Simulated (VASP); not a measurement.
Ti: single point with PBEsol

Ti:

```
CELL_PARAMETERS angstrom
0.00000 1.98652 1.98652
1.98652 0.00000 1.98652
1.98652 1.98652 0.00000
ATOMIC_POSITIONS crystal
Ti 0.00000 0.00000 0.00000
```

This cell differs from its parent crystal: volume scaled by 0.94.

* Program: VASP 6.6.1
* Task: single point
* Functional: PBEsol
* Potentials or basis: VASP PAW PBE potentials, release 64 (Ti_sv)
* Cutoff: 520 eV
* k mesh: 18 × 18 × 18
* Occupations: gaussian, width 0.1 eV
* Spin: no spin polarisation
* Dipole correction: no
* Further INCAR settings: ALGO = Normal; EDIFF = 1e-06; NBANDS = 12

```json
{"Pressure": "7.4 GPa", "Band gap on the k mesh": "zero (band 6 reaches 10.16 eV, above the bottom of band 7 at 8.71 eV)"}
```

Levels at points of the mesh, in eV from the Fermi level:
| k point | band 2 | band 3 | band 4 | band 5 | band 6 | band 7 | band 8 | band 9 | band 10 | band 11 |
| --- | --- | --- | --- | --- | --- | --- | --- | --- | --- | --- |
| (0.00, 0.00, 0.00) | -32.13 | -32.13 | -32.13 | -6.33 | 0.93 | 0.93 | 0.93 | 2.80 | 2.80 | 15.83 |
| (0.50, 0.00, 0.00) | -33.07 | -32.25 | -32.25 | -2.84 | 0.78 | 0.78 | 0.93 | 4.05 | 4.05 | 9.30 |
| (0.50, 0.50, 0.00) | -33.00 | -32.46 | -32.46 | -2.97 | -2.02 | 3.35 | 4.04 | 4.39 | 4.39 | 11.81 |

It took 42 s on 1 thread of Intel Xeon 8259CL (shared host), peak memory 0.16 GiB.

Caveat: the PAW data sets were made with another functional, which shifts forces and pressure a little.
